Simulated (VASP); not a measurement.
# CO2 (P6/mmm) in VASP: notebook

Runs on CO2. Level: PBEsol. Tasks: single point.

Program: VASP 6.6.1. These are calculated values, not measurements. Logs are shortened: lines on timing, memory, paths and dates and some standing lists are left out, and cuts for length are marked.

**1. The cell of the first run**

Symmetry: P6/mmm, No. 191, hexagonal system. Conventional cell: a = 3.314 Å, b = 3.314 Å, c = 2.575 Å, α = 90.00°, β = 90.00°, γ = 120.00°. Within 3.0 Å of C (site symmetry 6/mmm) lie 12 O at 2.31 Å and 2 C at 2.57 Å. O (site symmetry -6m2) has 5 O at 1.91 to 2.57 Å and 6 C at 2.31 Å within 2.6 Å.

**2. Single point, PBEsol**

Contents of INCAR:

```
ALGO     = Normal         # electronic algorithm
EDIFF    = 1E-7           # SCF threshold, eV
ENCUT    = 520            # plane-wave cutoff, eV
GGA      = PS             # functional
ISIF     = 2              # what is computed and relaxed
ISMEAR   = -1             # smearing method
LASPH    = True           # aspherical terms in the spheres
LCHARG   = False          # write CHGCAR
LREAL    = False          # projectors in reciprocal space
LWAVE    = False          # write WAVECAR
NBANDS   = 15             # bands
NELM     = 60             # most SCF steps
PREC     = Accurate       # precision mode
SIGMA    = 0.02           # smearing width, eV
```

Contents of KPOINTS:

```
k-points
0
Gamma
  9 9 7
```

Contents of POSCAR:

```
CO2
1.0
    3.3141012400      0.0000000000      0.0000000000
   -1.6570506200      2.8700958646      0.0000000000
    0.0000000000      0.0000000000      2.5746023339
C O
1 2
Direct
    0.0000000000      0.0000000000      0.0000000000
    0.3333333333      0.6666666667      0.5000000000
    0.6666666667      0.3333333333      0.5000000000
```

Potentials or basis: VASP PAW PBE potentials, release 64 (C, O).

On the command line:

```
> cat potpaw_PBE.64/C/POTCAR potpaw_PBE.64/O/POTCAR > POTCAR
> mpirun -np 1 vasp_std > vasp.out
```

OUTCAR:

```text
EDIFF = 1E-7
   ENCUT = 520
   GGA = PS
   ISIF = 2
   ISMEAR = -1
   LASPH = True
   LREAL = False
   NELM = 60
   PREC = Accurate

 ion  position               nearest neighbor table
   1  0.000  0.000  0.000-
   2  0.333  0.667  0.500-   3 1.91   3 1.91   3 1.91
   3  0.667  0.333  0.500-   2 1.91   2 1.91   2 1.91

  LATTYP: Found a hexagonal cell.
 ALAT       =     3.3141012400
 C/A-ratio  =     0.7768629102

  Lattice vectors:

 A1 = (   3.3141012400,   0.0000000000,   0.0000000000)
 A2 = (  -1.6570506200,   2.8700958646,   0.0000000000)
 A3 = (   0.0000000000,   0.0000000000,   2.5746023339)

Analysis of symmetry for initial positions (statically):
=====================================================================
 Subroutine PRICEL returns:
 Original cell was already a primitive cell.

 Routine SETGRP: Setting up the symmetry group for a
 hexagonal supercell.

 Subroutine GETGRP returns: Found 24 space group operations
 (whereof 24 operations were pure point group operations)
 out of a pool of 24 trial point group operations.

The static configuration has the point symmetry D_6h.

Analysis of symmetry for dynamics (positions and initial velocities):
=====================================================================
 Subroutine PRICEL returns:
 Original cell was already a primitive cell.

 Routine SETGRP: Setting up the symmetry group for a
 hexagonal supercell.

 Subroutine GETGRP returns: Found 24 space group operations
 (whereof 24 operations were pure point group operations)
 out of a pool of 24 trial point group operations.

The dynamic configuration has the point symmetry D_6h.

 Subroutine INISYM returns: Found 24 space group operations
 (whereof 24 operations are pure point group operations),
 and found     1 'primitive' translations

----------------------------------------------------------------------------------------

                                     Primitive cell

  volume of cell :      24.4891

  direct lattice vectors                    reciprocal lattice vectors
     3.314101240  0.000000000  0.000000000     0.301740933  0.174210209  0.000000000
    -1.657050620  2.870095865  0.000000000     0.000000000  0.348420418  0.000000000
     0.000000000  0.000000000  2.574602334     0.000000000  0.000000000  0.388409498

  length of vectors
     3.314101240  3.314101240  2.574602334     0.348420418  0.348420418  0.388409498

  position of ions in fractional coordinates (direct lattice)
     0.000000000  0.000000000  0.000000000
     0.333333333  0.666666667  0.500000000
     0.666666667  0.333333333  0.500000000

  ion indices of the primitive-cell ions
   primitive index   ion index
                 1           1
                 2           2
                 3           3

----------------------------------------------------------------------------------------

 KPOINTS: k-points

Automatic generation of k-mesh.
 Grid dimensions read from file:
 generate k-points for:    9    9    7

 Generating k-lattice:

  Cartesian coordinates                     Fractional coordinates (reciprocal lattice)
     0.033526770  0.019356690  0.000000000     0.111111111 -0.000000000  0.000000000
     0.000000000  0.038713380  0.000000000     0.000000000  0.111111111  0.000000000
     0.000000000  0.000000000  0.055487071     0.000000000  0.000000000  0.142857143

  Length of vectors
     0.038713380  0.038713380  0.055487071

  Shift w.r.t. Gamma in fractional coordinates (k-lattice)
     0.000000000  0.000000000  0.000000000

 Subroutine IBZKPT returns following result:
 ===========================================

 Found     48 irreducible k-points:

 Following reciprocal coordinates:
            Coordinates               Weight
  0.000000  0.000000  0.000000      1.000000
  0.111111 -0.000000  0.000000      6.000000
  0.222222 -0.000000  0.000000      6.000000
  0.333333  0.000000  0.000000      6.000000
  0.444444 -0.000000  0.000000      6.000000
  0.111111  0.111111  0.000000      6.000000
[... 16 lines left out ...]
  0.333333  0.222222  0.142857     24.000000
  0.333333  0.333333  0.142857      4.000000
 [... further k-points ...]
   k-points           NKPTS =     48   k-points in BZ     NKDIM =     48   number of bands    NBANDS=     15
   number of dos      NEDOS =    301   number of ions     NIONS =      3
   total plane-waves  NPLWV =  15680
   dimension x,y,z NGX =    28 NGY =   28 NGZ =   20
   dimension x,y,z NGXF=    56 NGYF=   56 NGZF=   40
   ions per type =               1   2
   NGX,Y,Z   is equivalent  to a cutoff of  14.05, 14.05, 12.91 a.u.
   NGXF,Y,Z  is equivalent  to a cutoff of  28.09, 28.09, 25.83 a.u.
 SYSTEM =  unknown system
   PREC   = accura    normal or accurate (medium, high low for compatibility)
   ISTART =      0    job   : 0-new  1-cont  2-samecut
   ICHARG =      2    charge: 1-file 2-atom 10-const
   ISPIN  =      1    spin polarized calculation?
   LNONCOLLINEAR =      F non collinear calculations
   LSORBIT =      F    spin-orbit coupling
   LASPH  =      T    aspherical Exc in radial PAW
   ENCUT  =  520.0 eV  38.22 Ry    6.18 a.u.   6.16  6.16  4.79*2*pi/ulx,y,z
   NELM   =     60;   NELMIN=  2; NELMDL= -5     # of ELM steps
   EDIFF  = 0.1E-06   stopping-criterion for ELM
   LREAL  =      F    real-space projection
   EDIFFG = 0.1E-05   stopping-criterion for IOM
   NSW    =      0    number of steps for IOM
   IBRION =     -1    ionic relax: 0-MD 1-quasi-New 2-CG
   NFREE  =      0    steps in history (QN), initial steepest desc. (CG)
   ISIF   =      2    stress and relaxation
   ISYM   =      2    0-nonsym 1-usesym 2-fastsym
   POTIM  = 0.5000    time-step for ionic-motion
   TEBEG  =    0.0;   TEEND  =   0.0 temperature during run
   PSTRESS=    0.0 pullay stress
   NELECT =      16.0000    total number of electrons
   NUPDOWN=      -1.0000    fix difference up-down
   EMIN   =  10.00;   EMAX   =-10.00  energy-range for DOS
   EFERMI =   0.00;   METHOD = LEGACY
   ISMEAR =    -1;   SIGMA  =   0.02  broadening in eV -4-tet -1-fermi 0-gaus
   EFERMI_NEDOS =   21; number of points for ismear=-14 and -15
   IALGO  =     38    algorithm
   IMIX   =      4    mixing-type and parameters
     AMIX     =   0.40;   BMIX     =  1.00
     AMIX_MAG =   1.60;   BMIX_MAG =  1.00
  volume/ion in A,a.u.               =       8.16        55.09
  Fermi-wavevector in a.u.,A,eV,Ry     =   1.420553  2.684456 27.456152  2.017970
  Thomas-Fermi vector in A             =   2.541456
   LORBIT       =      0    0 simple, 1 ext, 2 COOP (PROOUT), +10 PAW based schemes
   GGA     = PS    functional components
   LHFCALC =     F    Hartree Fock is set to
   AEXX    =    0.0000 exact exchange contribution
   IVDW    =     0    specifies the selected vdW correction
   LEPSILON=     F    determine dielectric tensor
   LRPA    =     F    only Hartree local field effects (RPA)
 non-spin polarized calculation
  energy-cutoff  :      520.00
  volume of cell :       24.49
 maximum number of plane-waves:       682
 NGX is ok and might be reduce to    28
   NGX = 13   NGY = 13   NGZ =  9

 number of electron      16.0000006 magnetization

 Free energy of the ion-electron system (eV)
  ---------------------------------------------------
  ext. energy  EPLUGINS =         0.00000000
  ---------------------------------------------------
  free energy    TOTEN  =       -11.37744873 eV

  energy without entropy =      -11.37570231  energy(sigma->0) =      -11.37657552

 E-fermi :   3.7708     XC(G=0): -12.2049

 val. band max:        3.6996488128   @ k =   0.4444  -0.0000   0.2857
 cond. band min:       3.7815055161   @ k =   0.4444  -0.0000   0.4286
 fundamental gap:      0.0818567033
 Fermi energy:         3.7708319272

 k-point     1 :       0.0000    0.0000    0.0000
  band No.  band energies     occupation
      1     -17.7180      2.00000
      2     -10.8210      2.00000
      3      -4.1053      2.00000
      4      -1.6393      2.00000
      5      -1.6393      2.00000
      6       0.6967      2.00000
      7       0.9836      2.00000
      8       0.9836      2.00000
      9       4.3778      0.00000
     10       7.6975      0.00000
     11       7.6975      0.00000
     12       7.7439      0.00000
     13      16.3563      0.00000
     14      24.8965      0.00000
     15      24.8965      0.00000

 k-point     2 :       0.1111   -0.0000    0.0000
  band No.  band energies     occupation
      1     -17.5757      2.00000
      2     -11.1061      2.00000
      3      -4.4404      2.00000
      4      -2.0366      2.00000
      5      -1.6034      2.00000
      6       0.8121      2.00000
      7       1.5465      2.00000
      8       1.7614      2.00000
      9       4.2890      0.00000
     10       7.3608      0.00000
     11       7.6082      0.00000
     12       7.6372      0.00000
     13      16.6969      0.00000
     14      24.0009      0.00000
     15      25.0837      0.00000

 k-point     3 :       0.2222   -0.0000    0.0000
  band No.  band energies     occupation
      1     -17.1604      2.00000
      2     -11.8565      2.00000
      3      -5.2696      2.00000
      4      -2.7107      2.00000
      5      -0.9248      2.00000
      6       1.1430      2.00000
      7       2.6891      2.00000
      8       3.1919      2.00000
      9       4.0354      0.00000
     10       6.4451      0.00000
     11       7.3389      0.00000
     12       7.3523      0.00000
     13      17.6020      0.00000
     14      22.6421      0.00000
     15      25.1373      0.00000
[... 343 lines left out ...]
 k-point    23 :       0.3333    0.2222    0.1429
  band No.  band energies     occupation
      1     -15.2804      2.00000
      2     -13.9265      2.00000
      3      -7.3234      2.00000
      4      -1.1314      2.00000
      5       0.3609      2.00000
      6       1.3926      2.00000
      7       2.2506      2.00000
      8       2.5836      2.00000
      9       5.6808      0.00000
     10       5.9135      0.00000
     11       6.1763      0.00000
     12       6.4148      0.00000
     13      21.0401      0.00000
     14      22.3216      0.00000
     15      23.7307      0.00000

 k-point    24 :       0.3333    0.3333    0.1429
  band No.  band energies     occupation
      1     -14.6027      2.00000
      2     -14.6027      2.00000
      3      -7.6462      2.00000
      4       0.1757      2.00000
      5       0.5887      2.00000
      6       0.5887      2.00000
      7       2.0846      2.00000
      8       2.0846      2.00000
      9       5.7542      0.00000
     10       5.9587      0.00000
     11       6.3669      0.00000
     12       6.3669      0.00000
     13      22.2112      0.00000
     14      22.2112      0.00000
     15      22.4973      0.00000

 [... further k-points ...]
[... 5 lines left out ...]
  --------------------------------------------------------------------------------------
  -------------------------------------------------------------------------------------
  Total       -0.0172400     -0.0172400     -0.0481664      0.0000000      0.0000000      0.0000000
  in kB       -1.1279128     -1.1279128     -3.1512454      0.0000000      0.0000000      0.0000000
  external PRESSURE =      -1.8023570 kB  Pullay stress =       0.0000000 kB

 VOLUME and BASIS-vectors are now :
 -----------------------------------------------------------------------------
  energy-cutoff  :      520.00
  volume of cell :       24.49
      direct lattice vectors                 reciprocal lattice vectors
     3.314101240  0.000000000  0.000000000     0.301740933  0.174210209  0.000000000
    -1.657050620  2.870095865  0.000000000     0.000000000  0.348420418  0.000000000
     0.000000000  0.000000000  2.574602334     0.000000000  0.000000000  0.388409498

 POSITION                                       TOTAL-FORCE (eV/Angst)
 -----------------------------------------------------------------------------------
      0.00000      0.00000      0.00000        -0.000000      0.000000      0.000000
     -0.00000      1.91340      1.28730         0.000000     -0.000000      0.000000
      1.65705      0.95670      1.28730        -0.000000      0.000000      0.000000
 -----------------------------------------------------------------------------------
    total drift:                               -0.000000      0.000000     -0.000000

  FREE ENERGIE OF THE ION-ELECTRON SYSTEM (eV)
  ---------------------------------------------------
  free  energy   TOTEN  =       -11.3774487261 eV

  energy  without entropy=      -11.3757023107  energy(sigma->0) =      -11.37657552
```

It took 8.2 s on 1 thread of Intel Xeon 6975P-C (Granite Rapids), shared host; peak memory 0.14 GiB.

Results:

```
Free energy            : -11.3774 eV
Pressure               : -0.2 GPa
Band gap on the k mesh : zero (bands 8 and 9 overlap by 0.92 eV)
```

Caveat: the PAW data sets were made with another functional, which shifts forces and pressure a little.

(Continued in part 2 of 2.)
